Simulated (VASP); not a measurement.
# Pt (Fm-3m) in VASP: a series of runs

Runs on Pt. Level: PBE. Tasks: single point.

All numbers are computed with VASP 6.6.1; they aren't measurements. Logs are shortened: lines on timing, memory, paths and dates and some standing lists are left out, and cuts for length are marked.

### Step 1. The cell of the first run

Symmetry: Fm-3m, No. 225, cubic system. The conventional cell has a = 3.922 Å, b = 3.922 Å, c = 3.922 Å, α = 90.00°, β = 90.00°, γ = 90.00°. Within 3.7 Å of Pt (site symmetry m-3m) lie 12 Pt at 2.77 Å.

### Step 2. Single point, PBE

File INCAR:

```
SYSTEM = Pt
PREC = Accurate
ENCUT = 500
EDIFF = 1E-6
ISMEAR = 1
SIGMA = 0.1
LREAL = .FALSE.
LASPH = .TRUE.
NELM = 120
ALGO = Normal
ISIF = 2
LWAVE = .FALSE.
LCHARG = .FALSE.
GGA = PE
NBANDS = 11
GGA_COMPAT = .FALSE.
```

File KPOINTS:

```
regular mesh
0
G
  9 9 9
  0 0 0
```

File POSCAR:

```
Pt
1.0
    0.0000000000      1.9609000000      1.9609000000
    1.9609000000      0.0000000000      1.9609000000
    1.9609000000      1.9609000000      0.0000000000
Pt
1
Direct
    0.0000000000      0.0000000000      0.0000000000
```

Potentials or basis: VASP PAW PBE potentials, release 64 (Pt).

Started as:

```bash
> cat potpaw_PBE.64/Pt/POTCAR > POTCAR
> mpirun -np 1 vasp_std > vasp.out
```

OUTCAR:

```text
SYSTEM = Pt
   PREC = Accurate
   ENCUT = 500
   EDIFF = 1E-6
   ISMEAR = 1
   LREAL = .FALSE.
   LASPH = .TRUE.
   NELM = 120
   ISIF = 2
   GGA = PE

 ion  position               nearest neighbor table
   1  0.000  0.000  0.000-

  LATTYP: Found a face centered cubic cell.
 ALAT       =     3.9218000000

  Lattice vectors:

 A1 = (   0.0000000000,   1.9609000000,   1.9609000000)
 A2 = (   1.9609000000,   0.0000000000,   1.9609000000)
 A3 = (   1.9609000000,   1.9609000000,   0.0000000000)

Analysis of symmetry for initial positions (statically):
=====================================================================
 Subroutine PRICEL returns:
 Original cell was already a primitive cell.

 Routine SETGRP: Setting up the symmetry group for a
 face centered cubic supercell.

 Subroutine GETGRP returns: Found 48 space group operations
 (whereof 48 operations were pure point group operations)
 out of a pool of 48 trial point group operations.

The static configuration has the point symmetry O_h .

Analysis of symmetry for dynamics (positions and initial velocities):
=====================================================================
 Subroutine PRICEL returns:
 Original cell was already a primitive cell.

 Routine SETGRP: Setting up the symmetry group for a
 face centered cubic supercell.

 Subroutine GETGRP returns: Found 48 space group operations
 (whereof 48 operations were pure point group operations)
 out of a pool of 48 trial point group operations.

The dynamic configuration has the point symmetry O_h .

 Subroutine INISYM returns: Found 48 space group operations
 (whereof 48 operations are pure point group operations),
 and found     1 'primitive' translations

----------------------------------------------------------------------------------------

                                     Primitive cell

  volume of cell :      15.0798

  direct lattice vectors                    reciprocal lattice vectors
     0.000000000  1.960900000  1.960900000    -0.254984956  0.254984956  0.254984956
     1.960900000  0.000000000  1.960900000     0.254984956 -0.254984956  0.254984956
     1.960900000  1.960900000  0.000000000     0.254984956  0.254984956 -0.254984956

  length of vectors
     2.773131374  2.773131374  2.773131374     0.441646899  0.441646899  0.441646899

  position of ions in fractional coordinates (direct lattice)
     0.000000000  0.000000000  0.000000000

  ion indices of the primitive-cell ions
   primitive index   ion index
                 1           1

----------------------------------------------------------------------------------------

 KPOINTS: regular mesh

Automatic generation of k-mesh.
 Grid dimensions read from file:
 generate k-points for:    9    9    9

 Generating k-lattice:

  Cartesian coordinates                     Fractional coordinates (reciprocal lattice)
    -0.028331662  0.028331662  0.028331662     0.111111111  0.000000000  0.000000000
     0.028331662 -0.028331662  0.028331662     0.000000000  0.111111111  0.000000000
     0.028331662  0.028331662 -0.028331662     0.000000000  0.000000000  0.111111111

  Length of vectors
     0.049071878  0.049071878  0.049071878

  Shift w.r.t. Gamma in fractional coordinates (k-lattice)
     0.000000000  0.000000000  0.000000000

 Subroutine IBZKPT returns following result:
 ===========================================

 Found     35 irreducible k-points:

 Following reciprocal coordinates:
            Coordinates               Weight
  0.000000  0.000000  0.000000      1.000000
  0.111111  0.000000  0.000000      8.000000
  0.222222  0.000000  0.000000      8.000000
  0.333333  0.000000  0.000000      8.000000
  0.444444  0.000000  0.000000      8.000000
  0.111111  0.111111  0.000000      6.000000
[... 16 lines left out ...]
 -0.333333  0.333333  0.000000     12.000000
  0.444444  0.444444  0.000000      6.000000
 [... further k-points ...]
   k-points           NKPTS =     35   k-points in BZ     NKDIM =     35   number of bands    NBANDS=     11
   number of dos      NEDOS =    301   number of ions     NIONS =      1
   total plane-waves  NPLWV =   8000
   dimension x,y,z NGX =    20 NGY =   20 NGZ =   20
   dimension x,y,z NGXF=    40 NGYF=   40 NGZF=   40
   ions per type =               1
   NGX,Y,Z   is equivalent  to a cutoff of  11.99, 11.99, 11.99 a.u.
   NGXF,Y,Z  is equivalent  to a cutoff of  23.98, 23.98, 23.98 a.u.
 SYSTEM =  Pt
   PREC   = accura    normal or accurate (medium, high low for compatibility)
   ISTART =      0    job   : 0-new  1-cont  2-samecut
   ICHARG =      2    charge: 1-file 2-atom 10-const
   ISPIN  =      1    spin polarized calculation?
   LNONCOLLINEAR =      F non collinear calculations
   LSORBIT =      F    spin-orbit coupling
   LASPH  =      T    aspherical Exc in radial PAW
   ENCUT  =  500.0 eV  36.75 Ry    6.06 a.u.   5.06  5.06  5.06*2*pi/ulx,y,z
   NELM   =    120;   NELMIN=  2; NELMDL= -5     # of ELM steps
   EDIFF  = 0.1E-05   stopping-criterion for ELM
   LREAL  =      F    real-space projection
   EDIFFG = 0.1E-04   stopping-criterion for IOM
   NSW    =      0    number of steps for IOM
   IBRION =     -1    ionic relax: 0-MD 1-quasi-New 2-CG
   NFREE  =      0    steps in history (QN), initial steepest desc. (CG)
   ISIF   =      2    stress and relaxation
   ISYM   =      2    0-nonsym 1-usesym 2-fastsym
   POTIM  = 0.5000    time-step for ionic-motion
   TEBEG  =    0.0;   TEEND  =   0.0 temperature during run
   PSTRESS=    0.0 pullay stress
   NELECT =      10.0000    total number of electrons
   NUPDOWN=      -1.0000    fix difference up-down
   EMIN   =  10.00;   EMAX   =-10.00  energy-range for DOS
   EFERMI =   0.00;   METHOD = LEGACY
   ISMEAR =     1;   SIGMA  =   0.10  broadening in eV -4-tet -1-fermi 0-gaus
   EFERMI_NEDOS =   21; number of points for ismear=-14 and -15
   IALGO  =     38    algorithm
   IMIX   =      4    mixing-type and parameters
     AMIX     =   0.40;   BMIX     =  1.00
     AMIX_MAG =   1.60;   BMIX_MAG =  1.00
  volume/ion in A,a.u.               =      15.08       101.76
  Fermi-wavevector in a.u.,A,eV,Ry     =   1.427609  2.697791 27.729605  2.038068
  Thomas-Fermi vector in A             =   2.547760
   LORBIT       =      0    0 simple, 1 ext, 2 COOP (PROOUT), +10 PAW based schemes
   GGA     = PE    functional components
   LHFCALC =     F    Hartree Fock is set to
   AEXX    =    0.0000 exact exchange contribution
   IVDW    =     0    specifies the selected vdW correction
   LEPSILON=     F    determine dielectric tensor
   LRPA    =     F    only Hartree local field effects (RPA)
 non-spin polarized calculation
 Methfessel and Paxton  Order N= 1 SIGMA  =   0.10
  energy-cutoff  :      500.00
  volume of cell :       15.08
 maximum number of plane-waves:       390
   NGX = 11   NGY = 11   NGZ = 11

 number of electron      10.0000001 magnetization

 Free energy of the ion-electron system (eV)
  ---------------------------------------------------
  ext. energy  EPLUGINS =         0.00000000
  ---------------------------------------------------
  free energy    TOTEN  =        -6.11279727 eV

  energy without entropy =       -6.11420692  energy(sigma->0) =       -6.11326715

 E-fermi :  11.2725     XC(G=0): -13.4903

 val. band max:       11.2192226702   @ k =   0.4444   0.4444   0.0000
 cond. band min:      11.2896530874   @ k =   0.4444   0.1111   0.0000
 fundamental gap:      0.0704304172
 Fermi energy:        11.2725324163

 k-point     1 :       0.0000    0.0000    0.0000
  band No.  band energies     occupation
      1       1.0488      2.00000
      2       7.4798      2.00000
      3       7.4798      2.00000
      4       7.4798      2.00000
      5       9.6372      2.00000
      6       9.6372      2.00000
      7      25.9045      0.00000
      8      30.8739      0.00000
      9      30.8739      0.00000
     10      30.8739      0.00000
     11      36.2178      0.00000

 k-point     2 :       0.1111    0.0000    0.0000
  band No.  band energies     occupation
      1       1.5358      2.00000
      2       7.2793      2.00000
      3       7.6602      2.00000
      4       7.6602      2.00000
      5       9.5484      2.00000
      6       9.5484      2.00000
      7      26.6307      0.00000
      8      28.8038      0.00000
      9      31.6235      0.00000
     10      31.6235      0.00000
     11      37.7847      0.00000

 k-point     3 :       0.2222    0.0000    0.0000
  band No.  band energies     occupation
      1       2.7675      2.00000
      2       7.0621      2.00000
      3       7.8707      2.00000
      4       7.8707      2.00000
      5       9.6696      2.00000
      6       9.6696      2.00000
      7      25.4877      0.00000
      8      27.7101      0.00000
      9      33.5215      0.00000
     10      33.5215      0.00000
     11      34.9239      0.00000

 k-point     4 :       0.3333    0.0000    0.0000
  band No.  band energies     occupation
      1       3.7690      2.00000
      2       7.6761      2.00000
      3       7.6761      2.00000
      4       7.9865      2.00000
      5      10.4412      2.00000
      6      10.4412      2.00000
      7      21.5943      0.00000
      8      26.6810      0.00000
      9      32.6523      0.00000
     10      32.6523      0.00000
     11      36.3289      0.00000
[... 239 lines left out ...]
 k-point    22 :      -0.4444    0.3333    0.0000
  band No.  band energies     occupation
      1       4.9096      2.00000
      2       5.6474      2.00000
      3       8.5233      2.00000
      4       9.9070      2.00000
      5      11.3486      0.04139
      6      16.1722      0.00000
      7      18.0285      0.00000
      8      22.6932      0.00000
      9      25.5509      0.00000
     10      31.3469      0.00000
     11      37.0840      0.00000

 k-point    23 :      -0.3333    0.3333    0.0000
  band No.  band energies     occupation
      1       5.4045      2.00000
      2       6.3846      2.00000
      3       7.5667      2.00000
      4       9.3777      2.00000
      5      10.6316      2.00000
      6      15.6061      0.00000
      7      20.0542      0.00000
      8      20.9894      0.00000
      9      27.9986      0.00000
     10      30.1850      0.00000
     11      37.8487      0.00000

 k-point    24 :       0.4444    0.4444    0.0000
  band No.  band energies     occupation
      1       4.2535      2.00000
      2       4.7155      2.00000
      3      11.2192      1.77546
      4      11.5425     -0.00091
      5      11.5425     -0.00091
      6      12.2314     -0.00000
      7      21.2219      0.00000
      8      23.0610      0.00000
      9      23.0610      0.00000
     10      31.2184      0.00000
     11      34.4295      0.00000

 [... further k-points ...]
[... 5 lines left out ...]
  --------------------------------------------------------------------------------------
  -------------------------------------------------------------------------------------
  Total        0.8473931      0.8473931      0.8473931      0.0000000     -0.0000000      0.0000000
  in kB       90.0324706     90.0324706     90.0324706      0.0000000     -0.0000000      0.0000000
  external PRESSURE =      90.0324706 kB  Pullay stress =       0.0000000 kB

 VOLUME and BASIS-vectors are now :
 -----------------------------------------------------------------------------
  energy-cutoff  :      500.00
  volume of cell :       15.08
      direct lattice vectors                 reciprocal lattice vectors
     0.000000000  1.960900000  1.960900000    -0.254984956  0.254984956  0.254984956
     1.960900000  0.000000000  1.960900000     0.254984956 -0.254984956  0.254984956
     1.960900000  1.960900000  0.000000000     0.254984956  0.254984956 -0.254984956

 POSITION                                       TOTAL-FORCE (eV/Angst)
 -----------------------------------------------------------------------------------
      0.00000      0.00000      0.00000         0.000000      0.000000      0.000000
 -----------------------------------------------------------------------------------
    total drift:                                0.000000     -0.000000      0.000000

  FREE ENERGIE OF THE ION-ELECTRON SYSTEM (eV)
  ---------------------------------------------------
  free  energy   TOTEN  =        -6.1127972692 eV

  energy  without entropy=       -6.1142069154  energy(sigma->0) =       -6.11326715
```

Wall time 7.8 s (1 thread of Intel Xeon Platinum 8375C at 2.90GHz (Ice Lake), shared host); peak memory 0.12 GiB.

Results:

```
Free energy            : -6.1128 eV
Pressure               : 9.0 GPa
Band gap on the k mesh : zero (band 5 reaches 11.62 eV, above the bottom of band 6 at 9.55 eV)
```

Caveat: spin-orbit coupling is left out, which moves the levels of the heavy elements.

(Continued in part 2 of 2.)
